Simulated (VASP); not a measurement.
# As (I4_1/amd) in VASP: notebook

The runs below take As through single point, with PBE.

Program: VASP 6.6.1. These are calculated values, not measurements. Logs are shortened: lines on timing, memory, paths and dates and some standing lists are left out, and cuts for length are marked.

### 1 The cell of the first run

The structure is tetragonal, space group I4_1/amd (No. 141). The conventional cell has a = 4.783 Å, b = 4.783 Å, c = 2.515 Å, α = 90.00°, β = 90.00°, γ = 90.00°. As (site symmetry -4m2) has 10 As at 2.47 to 3.05 Å within 3.3 Å.

### 2 Single point, PBE

INCAR

```
ALGO = Normal
EDIFF = 1E-7
ENCUT = 520
GGA = PE
ISIF = 2
ISMEAR = -1
LASPH = True
LCHARG = False
LREAL = False
LWAVE = False
NBANDS = 12
NELM = 80
PREC = Accurate
SIGMA = 0.08
```

KPOINTS

```
k-points
0
Gamma
  17 17 17
```

POSCAR

```
As
1.0
   -2.3917283370      2.3917283370      1.2573183079
    2.3917283370     -2.3917283370      1.2573183079
    2.3917283370      2.3917283370     -1.2573183079
As
2
Direct
   -0.3750000000     -0.1250000000     -0.2500000000
    0.3750000000      0.1250000000      0.2500000000
```

Potentials or basis: VASP PAW PBE potentials, release 64 (As).

Launch:

```sh
cat potpaw_PBE.64/As/POTCAR > POTCAR
mpirun -np 1 vasp_std > vasp.out
```

OUTCAR:

```text
EDIFF = 1E-7
   ENCUT = 520
   GGA = PE
   ISIF = 2
   ISMEAR = -1
   LASPH = True
   LREAL = False
   NELM = 80
   PREC = Accurate

 ion  position               nearest neighbor table
   1  0.625  0.875  0.750-   2 2.47   2 2.47   2 2.47   2 2.47
   2  0.375  0.125  0.250-   1 2.47   1 2.47   1 2.47   1 2.47

  LATTYP: Found a body centered tetragonal cell.
 ALAT       =     4.7834566740
 C/A-ratio  =     0.5256944480

  Lattice vectors:

 A1 = (  -2.3917283370,   2.3917283370,   1.2573183079)
 A2 = (   2.3917283370,  -2.3917283370,   1.2573183079)
 A3 = (   2.3917283370,   2.3917283370,  -1.2573183079)

Analysis of symmetry for initial positions (statically):
=====================================================================
 Subroutine PRICEL returns:
 Original cell was already a primitive cell.

 Routine SETGRP: Setting up the symmetry group for a
 body centered tetragonal supercell.

 Subroutine GETGRP returns: Found 16 space group operations
 (whereof  4 operations were pure point group operations)
 out of a pool of 16 trial point group operations.

The static configuration has the point symmetry C_2h.
 The point group associated with its full space group is D_4h.

Analysis of symmetry for dynamics (positions and initial velocities):
=====================================================================
 Subroutine PRICEL returns:
 Original cell was already a primitive cell.

 Routine SETGRP: Setting up the symmetry group for a
 body centered tetragonal supercell.

 Subroutine GETGRP returns: Found 16 space group operations
 (whereof  4 operations were pure point group operations)
 out of a pool of 16 trial point group operations.

The dynamic configuration has the point symmetry C_2h.
 The point group associated with its full space group is D_4h.

 Subroutine INISYM returns: Found 16 space group operations
 (whereof  4 operations are pure point group operations),
 and found     1 'primitive' translations

----------------------------------------------------------------------------------------

                                     Primitive cell

  volume of cell :      28.7693

  direct lattice vectors                    reciprocal lattice vectors
    -2.391728337  2.391728337  1.257318308     0.000000000  0.209053843  0.397671772
     2.391728337 -2.391728337  1.257318308     0.209053843  0.000000000  0.397671772
     2.391728337  2.391728337 -1.257318308     0.209053843  0.209053843  0.000000000

  length of vectors
     3.608542393  3.608542393  3.608542393     0.449273133  0.449273133  0.295646780

  position of ions in fractional coordinates (direct lattice)
     0.625000000  0.875000000  0.750000000
     0.375000000  0.125000000  0.250000000

  ion indices of the primitive-cell ions
   primitive index   ion index
                 1           1
                 2           2

----------------------------------------------------------------------------------------

 KPOINTS: k-points

Automatic generation of k-mesh.
 Grid dimensions read from file:
 generate k-points for:   17   17   17

 Generating k-lattice:

  Cartesian coordinates                     Fractional coordinates (reciprocal lattice)
     0.000000000  0.012297285  0.023392457     0.058823529  0.000000000 -0.000000000
     0.012297285  0.000000000  0.023392457     0.000000000  0.058823529 -0.000000000
     0.012297285  0.012297285  0.000000000     0.000000000  0.000000000  0.058823529

  Length of vectors
     0.026427831  0.026427831  0.017390987

  Shift w.r.t. Gamma in fractional coordinates (k-lattice)
     0.000000000  0.000000000  0.000000000

 Subroutine IBZKPT returns following result:
 ===========================================

 Found    405 irreducible k-points:

 Following reciprocal coordinates:
            Coordinates               Weight
  0.000000  0.000000  0.000000      1.000000
  0.058824  0.000000 -0.000000      8.000000
  0.117647  0.000000 -0.000000      8.000000
  0.176471  0.000000 -0.000000      8.000000
  0.235294  0.000000 -0.000000      8.000000
  0.294118 -0.000000  0.000000      8.000000
[... 16 lines left out ...]
 -0.176471  0.058824  0.000000     16.000000
 -0.117647  0.058824  0.000000     16.000000
 [... further k-points ...]
   k-points           NKPTS =    405   k-points in BZ     NKDIM =    405   number of bands    NBANDS=     12
   number of dos      NEDOS =    301   number of ions     NIONS =      2
   total plane-waves  NPLWV =  21952
   dimension x,y,z NGX =    28 NGY =   28 NGZ =   28
   dimension x,y,z NGXF=    56 NGYF=   56 NGZF=   56
   ions per type =               2
   NGX,Y,Z   is equivalent  to a cutoff of  12.90, 12.90, 12.90 a.u.
   NGXF,Y,Z  is equivalent  to a cutoff of  25.80, 25.80, 25.80 a.u.
 SYSTEM =  unknown system
   PREC   = accura    normal or accurate (medium, high low for compatibility)
   ISTART =      0    job   : 0-new  1-cont  2-samecut
   ICHARG =      2    charge: 1-file 2-atom 10-const
   ISPIN  =      1    spin polarized calculation?
   LNONCOLLINEAR =      F non collinear calculations
   LSORBIT =      F    spin-orbit coupling
   LASPH  =      T    aspherical Exc in radial PAW
   ENCUT  =  520.0 eV  38.22 Ry    6.18 a.u.   6.71  6.71  6.71*2*pi/ulx,y,z
   NELM   =     80;   NELMIN=  2; NELMDL= -5     # of ELM steps
   EDIFF  = 0.1E-06   stopping-criterion for ELM
   LREAL  =      F    real-space projection
   EDIFFG = 0.1E-05   stopping-criterion for IOM
   NSW    =      0    number of steps for IOM
   IBRION =     -1    ionic relax: 0-MD 1-quasi-New 2-CG
   NFREE  =      0    steps in history (QN), initial steepest desc. (CG)
   ISIF   =      2    stress and relaxation
   ISYM   =      2    0-nonsym 1-usesym 2-fastsym
   POTIM  = 0.5000    time-step for ionic-motion
   TEBEG  =    0.0;   TEEND  =   0.0 temperature during run
   PSTRESS=    0.0 pullay stress
   NELECT =      10.0000    total number of electrons
   NUPDOWN=      -1.0000    fix difference up-down
   EMIN   =  10.00;   EMAX   =-10.00  energy-range for DOS
   EFERMI =   0.00;   METHOD = LEGACY
   ISMEAR =    -1;   SIGMA  =   0.08  broadening in eV -4-tet -1-fermi 0-gaus
   EFERMI_NEDOS =   21; number of points for ismear=-14 and -15
   IALGO  =     38    algorithm
   IMIX   =      4    mixing-type and parameters
     AMIX     =   0.40;   BMIX     =  1.00
     AMIX_MAG =   1.60;   BMIX_MAG =  1.00
  volume/ion in A,a.u.               =      14.38        97.07
  Fermi-wavevector in a.u.,A,eV,Ry     =   1.151061  2.175191 18.026938  1.324943
  Thomas-Fermi vector in A             =   2.287722
   LORBIT       =      0    0 simple, 1 ext, 2 COOP (PROOUT), +10 PAW based schemes
   GGA     = PE    functional components
   LHFCALC =     F    Hartree Fock is set to
   AEXX    =    0.0000 exact exchange contribution
   IVDW    =     0    specifies the selected vdW correction
   LEPSILON=     F    determine dielectric tensor
   LRPA    =     F    only Hartree local field effects (RPA)
 non-spin polarized calculation
  energy-cutoff  :      520.00
  volume of cell :       28.77
 maximum number of plane-waves:       792
   NGX = 13   NGY = 13   NGZ = 13

 number of electron      10.0000001 magnetization

 Free energy of the ion-electron system (eV)
  ---------------------------------------------------
  ext. energy  EPLUGINS =         0.00000000
  ---------------------------------------------------
  free energy    TOTEN  =        -7.32988663 eV

  energy without entropy =       -7.31671494  energy(sigma->0) =       -7.32330079

 E-fermi :  10.4501     XC(G=0): -11.9491

 val. band max:       10.4438503687   @ k =  -0.2941  -0.4118   0.0588
 cond. band min:      10.4508330185   @ k =   0.3529   0.3529   0.1176
 fundamental gap:      0.0069826498
 Fermi energy:        10.4500838715

 k-point     1 :       0.0000    0.0000    0.0000
  band No.  band energies     occupation
      1      -8.1187      2.00000
      2       2.4883      2.00000
      3       4.4972      2.00000
      4       4.4972      2.00000
      5      11.2748      0.00007
      6      16.0669      0.00000
      7      16.0669      0.00000
      8      17.6314      0.00000
      9      18.0915      0.00000
     10      20.3193      0.00000
     11      21.4797      0.00000
     12      23.9936      0.00000

 k-point     2 :       0.0588    0.0000   -0.0000
  band No.  band energies     occupation
      1      -8.0154      2.00000
      2       2.3248      2.00000
      3       4.5038      2.00000
      4       4.8558      2.00000
      5      11.4621      0.00001
      6      15.5946      0.00000
      7      16.0903      0.00000
      8      16.9503      0.00000
      9      17.0560      0.00000
     10      20.3354      0.00000
     11      22.1129      0.00000
     12      23.1962      0.00000

 k-point     3 :       0.1176    0.0000   -0.0000
  band No.  band energies     occupation
      1      -7.7055      2.00000
      2       2.0468      2.00000
      3       4.5358      2.00000
      4       5.7129      2.00000
      5      12.0060      0.00000
      6      14.2843      0.00000
      7      14.9911      0.00000
      8      15.6372      0.00000
      9      16.0907      0.00000
     10      20.3311      0.00000
     11      21.2535      0.00000
     12      21.7826      0.00000

 k-point     4 :       0.1765    0.0000   -0.0000
  band No.  band energies     occupation
      1      -7.1897      2.00000
      2       1.8589      2.00000
      3       4.6211      2.00000
      4       6.8376      2.00000
      5      12.1198      0.00000
      6      12.8483      0.00000
      7      13.0183      0.00000
      8      14.5301      0.00000
      9      15.8204      0.00000
     10      19.3236      0.00000
     11      19.9973      0.00000
     12      22.0026      0.00000

 k-point     5 :       0.2353    0.0000   -0.0000
  band No.  band energies     occupation
      1      -6.4694      2.00000
      2       1.8212      2.00000
      3       4.7866      2.00000
      4       8.0088      2.00000
      5       9.8500      1.99890
      6      11.1606      0.00028
      7      13.6930      0.00000
      8      13.7342      0.00000
      9      15.2185      0.00000
     10      18.2138      0.00000
     11      19.7167      0.00000
     12      22.6873      0.00000
[... 228 lines left out ...]
      1      -6.2507      2.00000
      2       1.1385      2.00000
      3       4.6127      2.00000
      4       8.5045      2.00000
      5       9.7316      1.99975
      6      11.1413      0.00035
      7      12.8918      0.00000
      8      14.3267      0.00000
      9      15.6790      0.00000
     10      18.7488      0.00000
     11      19.6322      0.00000
     12      23.4096      0.00000

 k-point    22 :      -0.2353    0.0588    0.0000
  band No.  band energies     occupation
      1      -7.0139      2.00000
      2       1.1394      2.00000
      3       4.4737      2.00000
      4       7.6209      2.00000
      5      11.6039      0.00000
      6      12.7914      0.00000
      7      13.5673      0.00000
      8      13.9434      0.00000
      9      15.8725      0.00000
     10      19.6233      0.00000
     11      20.1648      0.00000
     12      22.7539      0.00000

 k-point    23 :      -0.1765    0.0588    0.0000
  band No.  band energies     occupation
      1      -7.5734      2.00000
      2       1.3097      2.00000
      3       4.4436      2.00000
      4       6.4464      2.00000
      5      12.6058      0.00000
      6      13.4387      0.00000
      7      14.7124      0.00000
      8      15.4066      0.00000
      9      16.0317      0.00000
     10      20.6190      0.00000
     11      21.4443      0.00000
     12      22.4703      0.00000

 k-point    24 :      -0.1176    0.0588    0.0000
  band No.  band energies     occupation
      1      -7.9272      2.00000
      2       1.6306      2.00000
      3       4.4962      2.00000
      4       5.4707      2.00000
      5      11.8937      0.00000
      6      14.6471      0.00000
      7      15.7824      0.00000
      8      16.8840      0.00000
      9      17.1821      0.00000
     10      20.8497      0.00000
     11      22.2908      0.00000
     12      23.4313      0.00000

 [... further k-points ...]
[... 5 lines left out ...]
  --------------------------------------------------------------------------------------
  -------------------------------------------------------------------------------------
  Total       10.3015451     10.3015451     10.2996280      0.0000000     -0.0000000      0.0000000
  in kB      573.6989084    573.6989084    573.5921415      0.0000000     -0.0000000      0.0000000
  external PRESSURE =     573.6633194 kB  Pullay stress =       0.0000000 kB

 VOLUME and BASIS-vectors are now :
 -----------------------------------------------------------------------------
  energy-cutoff  :      520.00
  volume of cell :       28.77
      direct lattice vectors                 reciprocal lattice vectors
    -2.391728337  2.391728337  1.257318308     0.000000000  0.209053843  0.397671772
     2.391728337 -2.391728337  1.257318308     0.209053843  0.000000000  0.397671772
     2.391728337  2.391728337 -1.257318308     0.209053843  0.209053843  0.000000000

 POSITION                                       TOTAL-FORCE (eV/Angst)
 -----------------------------------------------------------------------------------
      2.39173      1.19586      0.94299        -0.000000     -0.000000     -0.000000
      0.00000      1.19586      0.31433         0.000000      0.000000      0.000000
 -----------------------------------------------------------------------------------
    total drift:                               -0.000000      0.000000     -0.000000

  FREE ENERGIE OF THE ION-ELECTRON SYSTEM (eV)
  ---------------------------------------------------
  free  energy   TOTEN  =        -7.3298866308 eV

  energy  without entropy=       -7.3167149445  energy(sigma->0) =       -7.32330079
```

It took 92 s on 1 thread of Intel Xeon Platinum 8259CL at 2.50GHz (Skylake/Cascade Lake), shared host; peak memory 0.25 GiB.

Results:

* Free energy: -7.3299 eV
* Pressure: 57.4 GPa
* Band gap on the k mesh: zero (band 5 reaches 15.69 eV, above the bottom of band 6 at 7.12 eV)

### 3 Single point, PBE

INCAR

```
SYSTEM = As
PREC = Accurate ; ENCUT = 520
EDIFF = 1E-6 ; ISMEAR = -1
SIGMA = 0.08 ; LREAL = .False.
LASPH = .True. ; NELM = 60
ALGO = Normal ; ISIF = 2
LWAVE = .False. ; LCHARG = .False.
GGA = PE ; NBANDS = 12
```

KPOINTS

```
regular mesh
0
Gamma
  17 17 17
  0 0 0
```

POSCAR

```
As
1.0
   -2.3919405014      2.3919405014      1.2573658520
    2.3919405014     -2.3919405014      1.2573658520
    2.3919405014      2.3919405014     -1.2573658520
As
2
Direct
   -0.3750000000     -0.1250000000     -0.2500000000
    0.3750000000      0.1250000000      0.2500000000
```

Potentials or basis: VASP PAW PBE potentials, release 64 (As).

Launch:

```sh
cat potpaw_PBE.64/As/POTCAR > POTCAR
mpirun -np 1 vasp_std > vasp.out
```

It took 84 s on 1 thread of Intel Xeon Platinum 8259CL at 2.50GHz (Skylake/Cascade Lake), shared host; peak memory 0.25 GiB.

It converged, with:

```
Free energy            : -7.3321 eV
Pressure               : 57.3 GPa
Band gap on the k mesh : zero (band 5 reaches 15.68 eV, above the bottom of band 6 at 7.12 eV)
```

Levels at points of the mesh, in eV from the Fermi level:
| k point | band 3 | band 4 | band 5 | band 6 | band 7 | band 8 |
| --- | --- | --- | --- | --- | --- | --- |
| (0.00, 0.00, 0.00) | -5.95 | -5.95 | 0.83 | 5.62 | 5.62 | 7.18 |
